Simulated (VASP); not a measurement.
Write the native input for VASP 6.6.1 that does the following.

- Task: single point
- Functional: r2SCAN
- Potentials or basis: VASP PAW PBE potentials, release 64 (Lu)
- Cutoff: 520 eV
- k mesh: 7 × 7 × 4
- Occupations: methfessel-paxton, width 0.1 eV
- Spin: no spin polarisation
- Dipole correction: no
- Further INCAR settings: ALGO = Normal; EDIFF = 1e-06; NBANDS = 32

Lu:

```
Lu
1.0
     3.49757    0.00000    0.00000
    -1.74878    3.02898    0.00000
     0.00000    0.00000    5.44050
Lu
2
Cartesian
  0.0000 2.0193 1.3601
  1.7488 1.0097 4.0804
```

One way to write it, as run:

POSCAR

```
Lu
1.0
    3.4975665168      0.0000000000      0.0000000000
   -1.7487832584      3.0289814550      0.0000000000
    0.0000000000      0.0000000000      5.4405032157
Lu
2
Direct
    0.3333333333      0.6666666667      0.2500000000
    0.6666666667      0.3333333333      0.7500000000
```

INCAR.step1

```
PREC = Accurate
ENCUT = 520
ISMEAR = 1
SIGMA = 0.1
LREAL = F
LASPH = T
NELM = 80
NBANDS = 32
GGA = PE
ALGO = Normal
EDIFF = 1E-4
LWAVE = T
LCHARG = F
```

INCAR.step2

```
PREC = Accurate
ENCUT = 520
EDIFF = 1E-6
ISMEAR = 1
SIGMA = 0.1
LREAL = F
LASPH = T
NELM = 80
ALGO = Normal
ISIF = 2
LWAVE = F
LCHARG = F
METAGGA = R2SCAN
LMIXTAU = T
NBANDS = 32
ISTART = 1
```

KPOINTS

```
regular mesh
0
Gamma
  7 7 4
```

Potentials or basis: VASP PAW PBE potentials, release 64 (Lu).

Launch:

```sh
$ cat potpaw_PBE.64/Lu/POTCAR > POTCAR
$ cp INCAR.step1 INCAR
$ mpirun -np 1 vasp_std > vasp.out
$ cp INCAR.step2 INCAR
$ mpirun -np 1 vasp_std > vasp.out
```

It gave:

```json
{"Pressure": "0.3 GPa", "Band gap on the k mesh": "zero (band 25 reaches 3.58 eV, above the bottom of band 26 at 1.57 eV)"}
```

Caveat: the PAW data sets were made with another functional, which shifts forces and pressure a little; spin-orbit coupling is left out, which moves the levels of the heavy elements.

Run time: 3.6 min on 1 thread of Intel(R) Xeon(R) Platinum 8259CL CPU @ 2.50GHz (Skylake/Cascade Lake), with other jobs on the host, peak memory 0.2 GiB.
